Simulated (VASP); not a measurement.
# Si (C2) in VASP: notebook

Si is run at these levels: PBE; tasks: single point.

All numbers are computed with VASP 6.6.1; they aren't measurements. Logs are shortened: lines on timing, memory, paths and dates and some standing lists are left out, and cuts for length are marked.

### Step 1. The cell of the first run

It takes space group C2 (No. 5, monoclinic). The conventional cell has a = 14.380 Å, b = 4.002 Å, c = 5.919 Å, α = 90.00°, β = 96.17°, γ = 90.00°. Si (site symmetry 1) has 4 Si at 2.30 to 2.43 Å within 3.0 Å. Within 3.1 Å of Si (site symmetry 1) lie 4 Si at 2.35 to 2.49 Å. Within 2.9 Å of Si (site symmetry 1) lie 4 Si at 2.23 to 2.43 Å. Within 2.9 Å of Si (site symmetry 1) lie 4 Si at 2.23 to 2.49 Å.

### Step 2. Single point, PBE (mode 4 frozen in at -0.279 Å, strain +e along z and -e/2 along x and y -0.0700)

INCAR

```
SYSTEM = Si
PREC = Accurate
ENCUT = 520
EDIFF = 1E-6
ISMEAR = 0
SIGMA = 0.03
LREAL = .FALSE.
LASPH = .TRUE.
NELM = 100
ALGO = Normal
ISIF = 2
LWAVE = .FALSE.
LCHARG = .FALSE.
GGA = PE
NBANDS = 26
```

KPOINTS

```
regular mesh
0
G
  10 10 6
  0 0 0
```

POSCAR

```
Si
1.0
    7.1894207869     -2.0011101510      0.0815299555
    7.1894207869      2.0011101510      0.0815299555
   -0.7029910630      0.0000000000      5.8771845726
Si
8
Direct
    0.0298360656      0.0814882674      0.8741221558
    0.9185117326      0.9701639344      0.1258778442
    0.5306181132      0.5878424582      0.6536328742
    0.4121575418      0.4693818868      0.3463671258
    0.2850964810      0.1406906372      0.0570686657
    0.8593093628      0.7149035190      0.9429313343
    0.7092611211      0.7447904181      0.5855965457
    0.2552095819      0.2907388789      0.4144034543
```

Potentials or basis: VASP PAW PBE potentials, release 64 (Si).

Launch:

```bash
> cat potpaw_PBE.64/Si/POTCAR > POTCAR
> mpirun -np 1 vasp_std > vasp.out
```

OUTCAR:

```text
SYSTEM = Si
   PREC = Accurate
   ENCUT = 520
   EDIFF = 1E-6
   ISMEAR = 0
   LREAL = .FALSE.
   LASPH = .TRUE.
   NELM = 100
   ISIF = 2
   GGA = PE

 ion  position               nearest neighbor table
   1  0.030  0.081  0.874-   2 2.30   3 2.38   3 2.40   5 2.43
   2  0.919  0.970  0.126-   1 2.30   4 2.38   4 2.40   6 2.43
   3  0.531  0.588  0.654-   4 2.35   1 2.38   1 2.40   7 2.49
   4  0.412  0.469  0.346-   3 2.35   2 2.38   2 2.40   8 2.49
   5  0.285  0.141  0.057-   8 2.23   6 2.40   6 2.40   1 2.43
   6  0.859  0.715  0.943-   7 2.23   5 2.40   5 2.40   2 2.43
   7  0.709  0.745  0.586-   6 2.23   8 2.37   8 2.37   3 2.49
   8  0.255  0.291  0.414-   5 2.23   7 2.37   7 2.37   4 2.49

  LATTYP: Found a base centered monoclinic cell.
 ALAT       =    14.3797661156
 B/A-ratio  =     0.2783230457
 C/A-ratio  =     0.4116255330
 COS(beta)  =    -0.1075000546

  Lattice vectors:

 A1 = (   7.1894207869,  -2.0011101510,   0.0815299555)
 A2 = (   7.1894207869,   2.0011101510,   0.0815299555)
 A3 = (  -0.7029910630,   0.0000000000,   5.8771845726)

Analysis of symmetry for initial positions (statically):
=====================================================================
 Subroutine PRICEL returns:
 Original cell was already a primitive cell.

 Routine SETGRP: Setting up the symmetry group for a
 base centered monoclinic supercell.

 Subroutine GETGRP returns: Found  2 space group operations
 (whereof  2 operations were pure point group operations)
 out of a pool of  4 trial point group operations.

The static configuration has the point symmetry C_2 .

Analysis of symmetry for dynamics (positions and initial velocities):
=====================================================================
 Subroutine PRICEL returns:
 Original cell was already a primitive cell.

 Routine SETGRP: Setting up the symmetry group for a
 base centered monoclinic supercell.

 Subroutine GETGRP returns: Found  2 space group operations
 (whereof  2 operations were pure point group operations)
 out of a pool of  4 trial point group operations.

The dynamic configuration has the point symmetry C_2 .

 Subroutine INISYM returns: Found  2 space group operations
 (whereof  2 operations are pure point group operations),
 and found     1 'primitive' translations

----------------------------------------------------------------------------------------

                                     Primitive cell

  volume of cell :     169.3374

  direct lattice vectors                    reciprocal lattice vectors
     7.189420787 -2.001110151  0.081529956     0.069452423 -0.249861308  0.008307453
     7.189420787  2.001110151  0.081529956     0.069452423  0.249861308  0.008307453
    -0.702991063  0.000000000  5.877184573    -0.001926927  0.000000000  0.169919011

  length of vectors
     7.463166903  7.463166903  5.919078892     0.259467389  0.259467389  0.169929936

  position of ions in fractional coordinates (direct lattice)
     0.029836066  0.081488267  0.874122156
     0.918511733  0.970163934  0.125877844
     0.530618113  0.587842458  0.653632874
     0.412157542  0.469381887  0.346367126
     0.285096481  0.140690637  0.057068666
     0.859309363  0.714903519  0.942931334
     0.709261121  0.744790418  0.585596546
     0.255209582  0.290738879  0.414403454

  ion indices of the primitive-cell ions
   primitive index   ion index
                 1           1
                 2           2
                 3           3
                 4           4
                 5           5
                 6           6
                 7           7
                 8           8

----------------------------------------------------------------------------------------

 KPOINTS: regular mesh

Automatic generation of k-mesh.
 Grid dimensions read from file:
 generate k-points for:   10   10    6

 Generating k-lattice:

  Cartesian coordinates                     Fractional coordinates (reciprocal lattice)
     0.006945242 -0.024986131  0.000830745     0.100000000  0.000000000  0.000000000
     0.006945242  0.024986131  0.000830745     0.000000000  0.100000000  0.000000000
    -0.000321155  0.000000000  0.028319835     0.000000000  0.000000000  0.166666667

  Length of vectors
     0.025946739  0.025946739  0.028321656

  Shift w.r.t. Gamma in fractional coordinates (k-lattice)
     0.000000000  0.000000000  0.000000000

 Subroutine IBZKPT returns following result:
 ===========================================

 Found    172 irreducible k-points:

 Following reciprocal coordinates:
            Coordinates               Weight
  0.000000  0.000000  0.000000      1.000000
  0.100000  0.000000 -0.000000      4.000000
  0.200000  0.000000 -0.000000      4.000000
  0.300000  0.000000 -0.000000      4.000000
  0.400000  0.000000  0.000000      4.000000
  0.500000 -0.000000 -0.000000      2.000000
[... 16 lines left out ...]
  0.300000  0.300000 -0.000000      2.000000
  0.400000  0.300000 -0.000000      4.000000
 [... further k-points ...]
   k-points           NKPTS =    172   k-points in BZ     NKDIM =    172   number of bands    NBANDS=     26
   number of dos      NEDOS =    301   number of ions     NIONS =      8
   total plane-waves  NPLWV = 150528
   dimension x,y,z NGX =    56 NGY =   56 NGZ =   48
   dimension x,y,z NGXF=   112 NGYF=  112 NGZF=   96
   ions per type =               8
   NGX,Y,Z   is equivalent  to a cutoff of  12.47, 12.47, 13.48 a.u.
   NGXF,Y,Z  is equivalent  to a cutoff of  24.95, 24.95, 26.96 a.u.
 SYSTEM =  Si
   PREC   = accura    normal or accurate (medium, high low for compatibility)
   ISTART =      0    job   : 0-new  1-cont  2-samecut
   ICHARG =      2    charge: 1-file 2-atom 10-const
   ISPIN  =      1    spin polarized calculation?
   LNONCOLLINEAR =      F non collinear calculations
   LSORBIT =      F    spin-orbit coupling
   LASPH  =      T    aspherical Exc in radial PAW
   ENCUT  =  520.0 eV  38.22 Ry    6.18 a.u.  13.88 13.88 11.01*2*pi/ulx,y,z
   NELM   =    100;   NELMIN=  2; NELMDL= -5     # of ELM steps
   EDIFF  = 0.1E-05   stopping-criterion for ELM
   LREAL  =      F    real-space projection
[... 7 lines left out ...]
   TEBEG  =    0.0;   TEEND  =   0.0 temperature during run
   PSTRESS=    0.0 pullay stress
   NELECT =      32.0000    total number of electrons
   NUPDOWN=      -1.0000    fix difference up-down
   EMIN   =  10.00;   EMAX   =-10.00  energy-range for DOS
   EFERMI =   0.00;   METHOD = LEGACY
   ISMEAR =     0;   SIGMA  =   0.03  broadening in eV -4-tet -1-fermi 0-gaus
   EFERMI_NEDOS =   21; number of points for ismear=-14 and -15
   IALGO  =     38    algorithm
   IMIX   =      4    mixing-type and parameters
     AMIX     =   0.40;   BMIX     =  1.00
     AMIX_MAG =   1.60;   BMIX_MAG =  1.00
  volume/ion in A,a.u.               =      21.17       142.84
  Fermi-wavevector in a.u.,A,eV,Ry     =   0.939450  1.775304 12.008053  0.882567
  Thomas-Fermi vector in A             =   2.066764
   LORBIT       =      0    0 simple, 1 ext, 2 COOP (PROOUT), +10 PAW based schemes
   GGA     = PE    functional components
   LHFCALC =     F    Hartree Fock is set to
   AEXX    =    0.0000 exact exchange contribution
   IVDW    =     0    specifies the selected vdW correction
   LEPSILON=     F    determine dielectric tensor
   LRPA    =     F    only Hartree local field effects (RPA)
 non-spin polarized calculation
 Gauss-broadening in eV      SIGMA  =   0.03
  energy-cutoff  :      520.00
  volume of cell :      169.34
 maximum number of plane-waves:      4590
   NGX = 27   NGY = 27   NGZ = 21

 number of electron      32.0000000 magnetization

 Free energy of the ion-electron system (eV)
  ---------------------------------------------------
  ext. energy  EPLUGINS =         0.00000000
  ---------------------------------------------------
  free energy    TOTEN  =       -42.21460792 eV

  energy without entropy =      -42.21453616  energy(sigma->0) =      -42.21457204

 E-fermi :   5.6496     XC(G=0):  -9.1244

 val. band max:        5.6391709101   @ k =   0.5000   0.5000   0.5000
 cond. band min:       5.6674868977   @ k =   0.0000   0.0000   0.0000
 fundamental gap:      0.0283159876
 Fermi energy:         5.6495536560

 k-point     1 :       0.0000    0.0000    0.0000
  band No.  band energies     occupation
      1      -6.6158      2.00000
      2      -4.6666      2.00000
      3      -4.0068      2.00000
      4      -3.0523      2.00000
      5      -1.7823      2.00000
      6      -1.1566      2.00000
[... 18 lines left out ...]
     25       8.6952      0.00000
     26       9.9023      0.00000

 k-point     2 :       0.1000    0.0000   -0.0000
  band No.  band energies     occupation
      1      -6.5294      2.00000
      2      -4.6344      2.00000
      3      -3.8785      2.00000
      4      -2.9959      2.00000
      5      -1.8761      2.00000
      6      -1.1730      2.00000
[... 18 lines left out ...]
     25       9.0347      0.00000
     26       9.7537      0.00000

 k-point     3 :       0.2000    0.0000   -0.0000
  band No.  band energies     occupation
      1      -6.2719      2.00000
      2      -4.5113      2.00000
      3      -3.5294      2.00000
      4      -2.8703      2.00000
      5      -2.1913      2.00000
      6      -1.2573      2.00000
[... 18 lines left out ...]
     25       9.3515      0.00000
     26       9.5582      0.00000

 k-point     4 :       0.3000    0.0000   -0.0000
  band No.  band energies     occupation
      1      -5.8493      2.00000
      2      -4.2670      2.00000
      3      -3.1709      2.00000
      4      -2.8514      2.00000
      5      -2.5757      2.00000
      6      -1.3561      2.00000
[... 18 lines left out ...]
     25       9.8145      0.00000
     26      10.2193      0.00000
[... 496 lines left out ...]
      1      -5.3607      2.00000
      2      -3.5671      2.00000
      3      -3.4870      2.00000
      4      -3.2632      2.00000
      5      -2.7015      2.00000
      6      -1.1015      2.00000
[... 18 lines left out ...]
     25       9.8829      0.00000
     26      10.7764      0.00000

 k-point    23 :       0.3000    0.3000   -0.0000
  band No.  band energies     occupation
      1      -6.4292      2.00000
      2      -5.4025      2.00000
      3      -3.3000      2.00000
      4      -2.8122      2.00000
      5      -2.2000      2.00000
      6      -1.0669      2.00000
[... 18 lines left out ...]
     25       9.2103      0.00000
     26       9.6514      0.00000

 k-point    24 :       0.4000    0.3000   -0.0000
  band No.  band energies     occupation
      1      -6.2882      2.00000
      2      -5.4507      2.00000
      3      -3.1280      2.00000
      4      -2.6656      2.00000
      5      -2.3354      2.00000
      6      -1.1119      2.00000
[... 18 lines left out ...]
     25       9.0439      0.00000
     26       9.5152      0.00000

 [... further k-points ...]
[... 5 lines left out ...]
  --------------------------------------------------------------------------------------
  -------------------------------------------------------------------------------------
  Total       -4.9880121     -4.2862090      9.7910625      0.0000000      0.0000000     -0.7036173
  in kB      -47.1938233    -40.5537489     92.6376397      0.0000000      0.0000000     -6.6572395
  external PRESSURE =       1.6300225 kB  Pullay stress =       0.0000000 kB

 VOLUME and BASIS-vectors are now :
 -----------------------------------------------------------------------------
  energy-cutoff  :      520.00
  volume of cell :      169.34
      direct lattice vectors                 reciprocal lattice vectors
     7.189420787 -2.001110151  0.081529956     0.069452423 -0.249861308  0.008307453
     7.189420787  2.001110151  0.081529956     0.069452423  0.249861308  0.008307453
    -0.702991063  0.000000000  5.877184573    -0.001926927  0.000000000  0.169919011

 POSITION                                       TOTAL-FORCE (eV/Angst)
 -----------------------------------------------------------------------------------
      0.18586      0.10336      5.14645         0.758479     -0.179754      0.073743
     13.48999      0.10336      0.89379        -0.758479     -0.179754     -0.073743
      7.58159      0.11451      3.93271         0.564247     -0.161688     -0.039734
      6.09426      0.11451      2.10754        -0.564247     -0.161688      0.039734
      3.02104     -0.28897      0.37012        -0.302396      0.253517     -0.912505
     10.65481     -0.28897      5.67013         0.302396      0.253517      0.912505
     10.04212      0.07110      3.56021        -0.414298      0.087925     -0.952229
      3.63373      0.07110      2.48004         0.414298      0.087925      0.952229
 -----------------------------------------------------------------------------------
    total drift:                                0.000000     -0.000011     -0.000000

  FREE ENERGIE OF THE ION-ELECTRON SYSTEM (eV)
  ---------------------------------------------------
  free  energy   TOTEN  =       -42.2146079222 eV

  energy  without entropy=      -42.2145361561  energy(sigma->0) =      -42.21457204
```

Wall time 12 min (1 thread of AMD EPYC 9R45 (Zen 5), shared host); peak memory 0.68 GiB.

What came out:

```yaml
Free_energy: -42.2146 eV
Pressure: 0.2 GPa
Largest_force: 1.042 eV/Å
Band_gap_on_the_k_mesh: zero (band 16 reaches 5.67 eV, above the bottom of band 17 at 5.64 eV)
```

Forces on the atoms (eV/Å):
```
Si   0.758 -0.180  0.074
Si  -0.758 -0.180 -0.074
Si   0.564 -0.162 -0.040
Si  -0.564 -0.162  0.040
Si  -0.302  0.254 -0.913
Si   0.302  0.254  0.913
Si  -0.414  0.088 -0.952
Si   0.414  0.088  0.952
```

Levels at points of the mesh, in eV from the Fermi level:
```
           k point  band 12  band 13  band 14  band 15  band 16  band 17  band 18  band 19  band 20  band 21
(0.00, 0.00, 0.00)    -1.31    -1.21    -1.19    -0.61     0.02     0.30     0.69     0.82     1.47     2.01
(0.50, 0.00, 0.00)    -3.33    -3.05    -2.89    -2.39    -2.12     0.79     1.31     1.51     2.23     2.81
(0.50, 0.50, 0.00)    -2.21    -1.67    -1.57    -1.21    -0.21     0.14     1.02     1.36     1.68     1.85
(0.00, 0.00, 0.50)    -2.58    -2.08    -1.75    -1.29    -1.22     0.37     0.80     1.33     1.76     1.96
(0.50, 0.00, 0.50)    -3.36    -2.10    -1.69    -1.46    -1.30     0.98     1.21     1.92     2.01     2.40
(0.50, 0.50, 0.50)    -2.59    -1.96    -1.74    -1.73    -1.36    -0.01     0.77     0.94     1.97     2.35
```

Caveat: the cell differs from its parent crystal (mode 4 frozen in at -0.279 Å, strain +e along z and -e/2 along x and y -0.0700); forces of over 1 eV/Å act on the atoms, so gaps and moduli don't describe the material at rest.

### Step 3. Single point, PBE (mode 4 frozen in at -0.698 Å, strain +e along z and -e/2 along x and y -0.0467)

INCAR

```
SYSTEM = Si
  PREC = Accurate
  ENCUT = 520
  EDIFF = 1E-7
  ISMEAR = 0
  SIGMA = 0.03
  LREAL = .FALSE.
  LASPH = .TRUE.
  NELM = 100
  ALGO = Normal
  ISIF = 2
  LWAVE = .FALSE.
  LCHARG = .TRUE.
  GGA = PE
  LELF = .TRUE.
  LVHAR = .TRUE.
  NBANDS = 26
```

KPOINTS

```
Automatic mesh
0
G
  10 10 6
  0 0 0
```

POSCAR

```
Si
1.0
    7.1118295019     -1.9785855778      0.0527465744
    7.1118295019      1.9785855778      0.0527465744
   -0.7206036348      0.0000000000      6.0244301646
Si
8
Direct
   -0.0089030857      0.1202274187      0.8741221558
    0.8797725813      1.0089030857      0.1258778442
    0.4876998543      0.6307607171      0.6536328742
    0.3692392829      0.5123001457      0.3463671258
    0.3934008639      0.0323862543      0.0570686657
    0.9676137457      0.6065991361      0.9429313343
    0.6826141483      0.7714373909      0.5855965457
    0.2285626091      0.3173858517      0.4144034543
```

Potentials or basis: VASP PAW PBE potentials, release 64 (Si).

Launch:

```bash
> cat potpaw_PBE.64/Si/POTCAR > POTCAR
> mpirun -np 1 vasp_std > vasp.out
```

Wall time 13 min (1 thread of AMD EPYC 9R45 (Zen 5), shared host); peak memory 0.68 GiB.

The run converged. Its results:

| Quantity | Value |
| --- | --- |
| Free energy | -41.6212 eV |
| Pressure | -2.8 GPa |
| Largest force | 1.393 eV/Å |
| Band gap on the k mesh | zero (band 16 reaches 5.94 eV, above the bottom of band 17 at 5.87 eV) |

Forces in eV/Å, atoms in the order of the input:
```
Si   0.884 -0.527  0.257
Si  -0.884 -0.527 -0.257
Si   0.416 -0.373 -0.111
Si  -0.416 -0.373  0.111
Si  -0.615  1.218  0.280
Si   0.615  1.218 -0.280
Si  -0.307 -0.319  0.339
Si   0.307 -0.319 -0.339
```

Stress tensor (GPa, compression positive):
```
-4.89  0.00 -1.74
 0.00 -5.40  0.00
-1.74  0.00  1.99
```

Levels at points of the mesh, in eV from the Fermi level:
```csv
k point,band 12,band 13,band 14,band 15,band 16,band 17,band 18,band 19,band 20,band 21
"(0.00, 0.00, 0.00)",-2.48,-1.36,-1.09,-0.64,0.00,0.44,0.47,0.93,1.18,1.50
"(0.50, 0.00, 0.00)",-3.62,-3.17,-3.04,-2.46,-1.94,0.36,0.76,1.17,1.88,2.46
"(0.50, 0.50, 0.00)",-2.48,-2.14,-1.80,-1.63,0.01,0.60,0.67,0.91,1.26,1.32
"(0.00, 0.00, 0.50)",-2.63,-2.24,-2.23,-1.33,-0.91,0.06,0.34,0.95,1.35,1.45
"(0.50, 0.00, 0.50)",-3.40,-2.33,-1.76,-1.73,-1.61,0.33,0.65,1.02,1.21,1.92
"(0.50, 0.50, 0.50)",-2.58,-2.46,-2.02,-1.77,-1.66,0.41,0.47,0.66,0.87,2.07
```

Caveat: the cell differs from its parent crystal (mode 4 frozen in at -0.698 Å, strain +e along z and -e/2 along x and y -0.0467); forces of over 1 eV/Å act on the atoms, so gaps and moduli don't describe the material at rest.
